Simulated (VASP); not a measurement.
Write the native input for VASP 6.6.1 that does the following.

```yaml
Task: single point
Functional: r2SCAN
Potentials_or_basis: VASP PAW PBE potentials, release 64 (Nb_sv, P)
Cutoff: 520 eV
k_mesh: 11 × 11 × 11
Occupations: fermi-dirac, width 0.05 eV
Spin: no spin polarisation
Dipole_correction: no
Further_INCAR_settings: ALGO = Normal; EDIFF = 1e-06; NBANDS = 26
```

The system is NbP.

```
Nb P
1.0
    -1.65229    1.65229    5.66253
     1.65229   -1.65229    5.66253
     1.65229    1.65229   -5.66253
Nb P
2 2
Cartesian
  1.6523 0.0000 2.8299
  0.0000 0.0000 5.6612
  0.0000 1.6523 3.7684
  0.0000 0.0000 0.9371
```

One way to write it, as run:

POSCAR

```
NbP
1.0
   -1.6522863814      1.6522863814      5.6625296365
    1.6522863814     -1.6522863814      5.6625296365
    1.6522863814      1.6522863814     -5.6625296365
Nb P
2 2
Direct
    0.2498808000      0.7498808000      0.5000000000
    0.4998808000      0.4998808000      0.0000000000
    0.8327477700      0.3327477700      0.5000000000
    0.0827477700      0.0827477700      0.0000000000
```

INCAR.step1

```
PREC     = Accurate       # precision mode
ENCUT    = 520            # plane-wave cutoff, eV
ISMEAR   = -1             # smearing method
SIGMA    = 0.05           # smearing width, eV
LREAL    = F              # projectors in reciprocal space
LASPH    = T              # aspherical terms in the spheres
NELM     = 80             # most SCF steps
NBANDS   = 26             # bands
GGA      = PE             # functional
ALGO     = Normal         # electronic algorithm
EDIFF    = 1E-4           # SCF threshold, eV
LWAVE    = T              # write WAVECAR
LCHARG   = F              # write CHGCAR
```

INCAR.step2

```
PREC     = Accurate       # precision mode
ENCUT    = 520            # plane-wave cutoff, eV
EDIFF    = 1E-6           # SCF threshold, eV
ISMEAR   = -1             # smearing method
SIGMA    = 0.05           # smearing width, eV
LREAL    = F              # projectors in reciprocal space
LASPH    = T              # aspherical terms in the spheres
NELM     = 80             # most SCF steps
ALGO     = Normal         # electronic algorithm
ISIF     = 2              # what is computed and relaxed
LWAVE    = F              # write WAVECAR
LCHARG   = F              # write CHGCAR
METAGGA  = R2SCAN         # meta-GGA
LMIXTAU  = T            
NBANDS   = 26             # bands
ISTART   = 1
```

KPOINTS

```
regular mesh
0
Gamma
  11 11 11
```

Potentials or basis: VASP PAW PBE potentials, release 64 (Nb_sv, P).

Command:

```sh
$ cat potpaw_PBE.64/Nb_sv/POTCAR potpaw_PBE.64/P/POTCAR > POTCAR
$ cp INCAR.step1 INCAR
$ mpirun -np 1 vasp_std > vasp.out
$ cp INCAR.step2 INCAR
$ mpirun -np 1 vasp_std > vasp.out
```

Results of the run:

The pressure is 6.3 GPa and the largest force is 0.010 eV/Å.

Caveat: the cell stands under pressure; the PAW data sets were made with another functional, which shifts forces and pressure a little.

Run time: 15 min on 1 thread of Intel(R) Xeon(R) Platinum 8559C (Emerald Rapids), with other jobs on the host, peak memory 0.46 GiB.
